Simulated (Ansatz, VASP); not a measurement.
One calculation of AlN, two programs

File POSCAR:

```
AlN
1.0
    2.1849006262     -2.1849006262      0.0000000000
    2.1849006262      0.0000000000     -2.1849006262
    9.3950726926      8.0841323168      8.7396025047
Al N
6 6
Direct
    0.8812600000      0.0000000000      0.3958000000
    0.2645933333      0.3333333333      0.2291333333
    0.4979266667      0.6666666667      0.5624666667
    0.7312600000      1.0000000000      0.8958000000
    0.1145933333      0.3333333333      0.7291333333
    0.6479266667      0.6666666667      0.0624666667
    0.5354266667      0.6666666667      0.4374666667
    0.9187600000      1.0000000000      0.2708000000
    0.1520933333      0.3333333333      0.6041333333
    0.3854266667      0.6666666667      0.9374666667
   -0.2312400000      0.0000000000      0.7708000000
    0.3020933333      0.3333333333      0.1041333333
```

Contents of INCAR.step1:

```
ALGO     = Normal         # electronic algorithm
EDIFF    = 1E-4           # SCF threshold, eV
ENCUT    = 520            # plane-wave cutoff, eV
GGA      = PE             # functional
ISMEAR   = 0              # smearing method
LASPH    = True           # aspherical terms in the spheres
LCHARG   = False          # write CHGCAR
LREAL    = False          # projectors in reciprocal space
LWAVE    = True           # write WAVECAR
NBANDS   = 36             # bands
NELM     = 100            # most SCF steps
PREC     = Accurate       # precision mode
SIGMA    = 0.05           # smearing width, eV
```

File INCAR.step2:

```
ALGO     = Normal         # electronic algorithm
EDIFF    = 1E-6           # SCF threshold, eV
ENCUT    = 520            # plane-wave cutoff, eV
ISIF     = 2              # what is computed and relaxed
ISMEAR   = 0              # smearing method
ISTART   = 1            
LASPH    = True           # aspherical terms in the spheres
LCHARG   = False          # write CHGCAR
LMIXTAU  = True         
LREAL    = False          # projectors in reciprocal space
LWAVE    = False          # write WAVECAR
METAGGA  = R2SCAN         # meta-GGA
NBANDS   = 36             # bands
NELM     = 100            # most SCF steps
PREC     = Accurate       # precision mode
SIGMA    = 0.05           # smearing width, eV
```

KPOINTS

```
k-points
0
Gamma
  8 8 2
```

Input for Ansatz:

```yaml
crystal:
  lattice:
    - [2.1849006262, -2.1849006262, 0.0]
    - [2.1849006262, 0.0, -2.1849006262]
    - [9.3950726926, 8.0841323168, 8.7396025047]
  atoms:
    - { symbol: Al, position: [0.88126, 0.0, 0.3958] }
    - { symbol: Al, position: [0.2645933333, 0.3333333333, 0.2291333333] }
    - { symbol: Al, position: [0.4979266667, 0.6666666667, 0.5624666667] }
    - { symbol: Al, position: [0.73126, 1.0, 0.8958] }
    - { symbol: Al, position: [0.1145933333, 0.3333333333, 0.7291333333] }
    - { symbol: Al, position: [0.6479266667, 0.6666666667, 0.0624666667] }
    - { symbol: "N", position: [0.5354266667, 0.6666666667, 0.4374666667] }
    - { symbol: "N", position: [0.91876, 1.0, 0.2708] }
    - { symbol: "N", position: [0.1520933333, 0.3333333333, 0.6041333333] }
    - { symbol: "N", position: [0.3854266667, 0.6666666667, 0.9374666667] }
    - { symbol: "N", position: [-0.23124, 0.0, 0.7708] }
    - { symbol: "N", position: [0.3020933333, 0.3333333333, 0.1041333333] }
basis:
  ecutwfc: 500
kpoints:
  mp_grid: { grid: [8, 8, 2] }
hamiltonian:
  xc: r2scan
scf:
  occupations: { method: gaussian, width: 0.05 }
output:
  forces: true
  stress: true
  eigenvalues: true
```

Alike in both runs: task single point; functional r2SCAN; k mesh 8 × 8 × 2; occupations gaussian, width 0.05 eV; no spin polarisation.

|  | VASP | Ansatz |
| --- | --- | --- |
| version | VASP 6.6.1 | Ansatz 0.2.0 |
| potentials or method | VASP PAW PBE potentials, release 64 (Al, N), cutoff 520 eV | scalar-relativistic, plane waves, PAW |
| valence electrons in the cell | 48 | 48 |

```tsv
	VASP	Ansatz	Ansatz less VASP
gap on the k mesh at the Fermi level (eV)	3.51	3.52	+0.009
least direct gap on the mesh (eV)	3.79	3.80	+0.011
pressure (GPa)	-1.3	-0.9	+0.39
traceless stress, the component that is largest in VASP (GPa)	-4.54	-4.52	+0.021
rms of the force components (eV/Å)	0.368	0.367	-0.0010
```

VASP's potentials were made for PBE, not for r2SCAN. Atom by atom the forces differ by 0.003 eV/Å (rms over components).
